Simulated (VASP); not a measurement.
# MoS2 (P6_3/mmc) in VASP: single point with PBEsol

Aim: the single point of MoS2 with PBEsol.

Program: VASP 6.6.1. These are calculated values, not measurements. Logs are shortened: lines on timing, memory, paths and dates and some standing lists are left out, and cuts for length are marked.

**1. The cell of the first run**

Symmetry: P6_3/mmc, No. 194, hexagonal system. The conventional cell has a = 3.141 Å, b = 3.141 Å, c = 12.571 Å, α = 90.00°, β = 90.00°, γ = 120.00°. Mo (site symmetry -6m2) has 6 S at 2.39 Å and 6 Mo at 3.14 Å within 3.2 Å. Within 3.2 Å of S (site symmetry 3m) lie 3 Mo at 2.39 Å and 7 S at 3.12 to 3.14 Å.

**2. Single point, PBEsol**

Contents of INCAR:

```
  ALGO = Normal
  EDIFF = 1E-6
  ENCUT = 520
  GGA = PS
  ISIF = 2
  ISMEAR = -1
  LASPH = True
  LCHARG = False
  LREAL = False
  LWAVE = False
  NBANDS = 35
  NELM = 60
  PREC = Accurate
  SIGMA = 0.1
```

Contents of KPOINTS:

```
k-points
0
Gamma
  12 12 4
```

Contents of POSCAR:

```
MoS2
1.0
    3.1414593385      0.0000000000      0.0000000000
   -1.5707296693      2.7205835921      0.0000000000
    0.0000000000      0.0000000000     12.5714906027
Mo S
2 4
Direct
    0.3333333333      0.6666666667      0.2500000000
    0.6666666667      0.3333333333      0.7500000000
    0.3333333333      0.6666666667      0.6259912570
    0.6666666667      0.3333333333      0.1259912570
    0.3333333333      0.6666666667      0.8740087430
    0.6666666667      0.3333333333      0.3740087430
```

Potentials or basis: VASP PAW PBE potentials, release 64 (Mo_sv, S).

On the command line:

```console
$ cat potpaw_PBE.64/Mo_sv/POTCAR potpaw_PBE.64/S/POTCAR > POTCAR
$ mpirun -np 1 vasp_std > vasp.out
```

OUTCAR:

```text
EDIFF = 1E-6
   ENCUT = 520
   GGA = PS
   ISIF = 2
   ISMEAR = -1
   LASPH = True
   LREAL = False
   NELM = 60
   PREC = Accurate

 ion  position               nearest neighbor table
   1  0.333  0.667  0.250-   4 2.39   6 2.39   4 2.39   6 2.39   4 2.39   6 2.39
   2  0.667  0.333  0.750-   3 2.39   5 2.39   3 2.39   5 2.39   3 2.39   5 2.39
   3  0.333  0.667  0.626-   2 2.39   2 2.39   2 2.39
   4  0.667  0.333  0.126-   1 2.39   1 2.39   1 2.39
   5  0.333  0.667  0.874-   2 2.39   2 2.39   2 2.39
   6  0.667  0.333  0.374-   1 2.39   1 2.39   1 2.39

  LATTYP: Found a hexagonal cell.
 ALAT       =     3.1414593385
 C/A-ratio  =     4.0017995613

  Lattice vectors:

 A1 = (   3.1414593385,   0.0000000000,   0.0000000000)
 A2 = (  -1.5707296693,   2.7205835921,   0.0000000000)
 A3 = (   0.0000000000,   0.0000000000,  12.5714906027)

Analysis of symmetry for initial positions (statically):
=====================================================================
 Subroutine PRICEL returns:
 Original cell was already a primitive cell.

 Routine SETGRP: Setting up the symmetry group for a
 hexagonal supercell.

 Subroutine GETGRP returns: Found 24 space group operations
 (whereof 12 operations were pure point group operations)
 out of a pool of 24 trial point group operations.

The static configuration has the point symmetry D_3d.
 The point group associated with its full space group is D_6h.

Analysis of symmetry for dynamics (positions and initial velocities):
=====================================================================
 Subroutine PRICEL returns:
 Original cell was already a primitive cell.

 Routine SETGRP: Setting up the symmetry group for a
 hexagonal supercell.

 Subroutine GETGRP returns: Found 24 space group operations
 (whereof 12 operations were pure point group operations)
 out of a pool of 24 trial point group operations.

The dynamic configuration has the point symmetry D_3d.
 The point group associated with its full space group is D_6h.

 Subroutine INISYM returns: Found 24 space group operations
 (whereof 12 operations are pure point group operations),
 and found     1 'primitive' translations

----------------------------------------------------------------------------------------

                                     Primitive cell

  volume of cell :     107.4435

  direct lattice vectors                    reciprocal lattice vectors
     3.141459338  0.000000000  0.000000000     0.318323394  0.183784097  0.000000000
[... 98 lines left out ...]
   IBRION =     -1    ionic relax: 0-MD 1-quasi-New 2-CG
   NFREE  =      0    steps in history (QN), initial steepest desc. (CG)
   ISIF   =      2    stress and relaxation
   ISYM   =      2    0-nonsym 1-usesym 2-fastsym
   POTIM  = 0.5000    time-step for ionic-motion
   TEBEG  =    0.0;   TEEND  =   0.0 temperature during run
   PSTRESS=    0.0 pullay stress
   NELECT =      52.0000    total number of electrons
   NUPDOWN=      -1.0000    fix difference up-down
   EMIN   =  10.00;   EMAX   =-10.00  energy-range for DOS
   EFERMI =   0.00;   METHOD = LEGACY
   ISMEAR =    -1;   SIGMA  =   0.10  broadening in eV -4-tet -1-fermi 0-gaus
   EFERMI_NEDOS =   21; number of points for ismear=-14 and -15
   IALGO  =     38    algorithm
   IMIX   =      4    mixing-type and parameters
     AMIX     =   0.40;   BMIX     =  1.00
     AMIX_MAG =   1.60;   BMIX_MAG =  1.00
  volume/ion in A,a.u.               =      17.91       120.84
  Fermi-wavevector in a.u.,A,eV,Ry     =   1.285334  2.428928 22.477945  1.652082
  Thomas-Fermi vector in A             =   2.417474
   LORBIT       =      0    0 simple, 1 ext, 2 COOP (PROOUT), +10 PAW based schemes
   GGA     = PS    functional components
   LHFCALC =     F    Hartree Fock is set to
   AEXX    =    0.0000 exact exchange contribution
   IVDW    =     0    specifies the selected vdW correction
   LEPSILON=     F    determine dielectric tensor
   LRPA    =     F    only Hartree local field effects (RPA)
 non-spin polarized calculation
  energy-cutoff  :      520.00
  volume of cell :      107.44
 maximum number of plane-waves:      2922
 NGX is ok and might be reduce to    24
   NGX = 11   NGY = 11   NGZ = 47

 number of electron      52.0000003 magnetization

 Free energy of the ion-electron system (eV)
  ---------------------------------------------------
  ext. energy  EPLUGINS =         0.00000000
  ---------------------------------------------------
  free energy    TOTEN  =       -46.90580646 eV

  energy without entropy =      -46.90538079  energy(sigma->0) =      -46.90559363

 E-fermi :   7.6812     XC(G=0): -10.9287

 val. band max:        7.2698866758   @ k =   0.0000   0.0000   0.0000
 cond. band min:       8.2615967057   @ k =   0.1667   0.1667   0.0000
 fundamental gap:      0.9917100299
 Fermi energy:         7.6812200110

 k-point     1 :       0.0000    0.0000    0.0000
  band No.  band energies     occupation
      1     -54.0156      2.00000
      2     -54.0156      2.00000
      3     -28.2271      2.00000
      4     -28.2270      2.00000
      5     -27.9645      2.00000
      6     -27.9645      2.00000
[... 901 lines left out ...]
     34      11.0320      0.00000
     35      14.0433      0.00000

 [... further k-points ...]

------------------------ aborting loop because EDIFF is reached ----------------------------------------

  FORCE on cell =-STRESS in cart. coord.  units (eV):
  Direction    XX          YY          ZZ          XY          YZ          ZX
  --------------------------------------------------------------------------------------
  -------------------------------------------------------------------------------------
  Total       -0.0069217     -0.0069217     -0.0193716      0.0000000      0.0000000      0.0000000
  in kB       -0.1032150     -0.1032150     -0.2888659      0.0000000      0.0000000      0.0000000
  external PRESSURE =      -0.1650986 kB  Pullay stress =       0.0000000 kB

 VOLUME and BASIS-vectors are now :
 -----------------------------------------------------------------------------
  energy-cutoff  :      520.00
  volume of cell :      107.44
      direct lattice vectors                 reciprocal lattice vectors
     3.141459338  0.000000000  0.000000000     0.318323394  0.183784097  0.000000000
    -1.570729669  2.720583592  0.000000000     0.000000000  0.367568195  0.000000000
     0.000000000  0.000000000 12.571490603     0.000000000  0.000000000  0.079545062

 POSITION                                       TOTAL-FORCE (eV/Angst)
 -----------------------------------------------------------------------------------
     -0.00000      1.81372      3.14287        -0.000000     -0.000000      0.000000
      1.57073      0.90686      9.42862        -0.000000      0.000000      0.000000
     -0.00000      1.81372      7.86964         0.000000      0.000000     -0.001801
      1.57073      0.90686      1.58390        -0.000000      0.000000     -0.001801
     -0.00000      1.81372     10.98759         0.000000      0.000000      0.001801
      1.57073      0.90686      4.70185        -0.000000      0.000000      0.001801
 -----------------------------------------------------------------------------------
    total drift:                               -0.000000      0.000000     -0.000000

  FREE ENERGIE OF THE ION-ELECTRON SYSTEM (eV)
  ---------------------------------------------------
  free  energy   TOTEN  =       -46.9058064561 eV

  energy  without entropy=      -46.9053807947  energy(sigma->0) =      -46.90559363
```

OSZICAR:

```text
N       E                     dE             d eps       ncg     rms          rms(c)
DAV:   1     0.437909417724E+03    0.43791E+03   -0.29348E+04  4398   0.141E+03
DAV:   2    -0.264291829379E+02   -0.46434E+03   -0.44837E+03  4801   0.366E+02
DAV:   3    -0.493153728617E+02   -0.22886E+02   -0.22429E+02  4865   0.738E+01
DAV:   4    -0.497870964434E+02   -0.47172E+00   -0.47046E+00  4740   0.106E+01
DAV:   5    -0.497959458963E+02   -0.88495E-02   -0.88479E-02  4756   0.148E+00    0.367E+01
DAV:   6    -0.476201090816E+02    0.21758E+01   -0.11407E+01  4347   0.217E+01    0.123E+01
DAV:   7    -0.472769965138E+02    0.34311E+00   -0.51856E+00  4303   0.139E+01    0.833E+00
DAV:   8    -0.469063396856E+02    0.37066E+00   -0.85156E-01  4358   0.620E+00    0.299E+00
DAV:   9    -0.469139818311E+02   -0.76421E-02   -0.10430E-01  4645   0.159E+00    0.134E+00
DAV:  10    -0.469059502759E+02    0.80316E-02   -0.34033E-02  4410   0.125E+00    0.389E-01
DAV:  11    -0.469059586691E+02   -0.83932E-05   -0.18179E-03  4439   0.237E-01    0.189E-01
DAV:  12    -0.469058102835E+02    0.14839E-03   -0.33481E-04  4450   0.103E-01    0.107E-01
DAV:  13    -0.469058040449E+02    0.62386E-05   -0.14835E-04  4613   0.592E-02    0.790E-03
DAV:  14    -0.469058060332E+02   -0.19883E-05   -0.10184E-05  3855   0.167E-02    0.195E-02
DAV:  15    -0.469058064561E+02   -0.42290E-06   -0.23790E-06  3716   0.846E-03
   1 F= -.46905806E+02 E0= -.46905594E+02  d E =-.425661E-03
```

It took 2 min on 1 thread of Intel Xeon Platinum 8488C (Sapphire Rapids), shared host; peak memory 0.32 GiB.

What came out:

| Quantity | Value |
| --- | --- |
| Free energy | -46.9058 eV |
| Pressure | 0.0 GPa |
| Band gap on the k mesh | 0.99 eV, indirect (least direct gap 1.74 eV) |

Levels at points of the mesh, in eV from the valence-band top:
| k point | band 23 | band 24 | band 25 | band 26 | band 27 | band 28 | band 29 | band 30 |
| --- | --- | --- | --- | --- | --- | --- | --- | --- |
| (0.00, 0.00, 0.00) | -2.03 | -1.31 | -1.13 | 0.00 | 2.29 | 2.29 | 2.31 | 2.31 |
| (0.50, 0.00, 0.00) | -1.56 | -1.41 | -1.32 | -1.23 | 1.80 | 1.84 | 2.19 | 2.45 |
| (0.00, 0.00, 0.50) | -2.05 | -2.05 | -0.29 | -0.29 | 2.29 | 2.29 | 2.29 | 2.29 |
| (0.50, 0.00, 0.50) | -1.48 | -1.48 | -1.27 | -1.27 | 1.82 | 1.82 | 2.33 | 2.33 |

Caveat: the PAW data sets were made with another functional, which shifts forces and pressure a little; this functional lacks dispersion, which binds the layers, so the pressure and a relaxed spacing across them are unreliable.
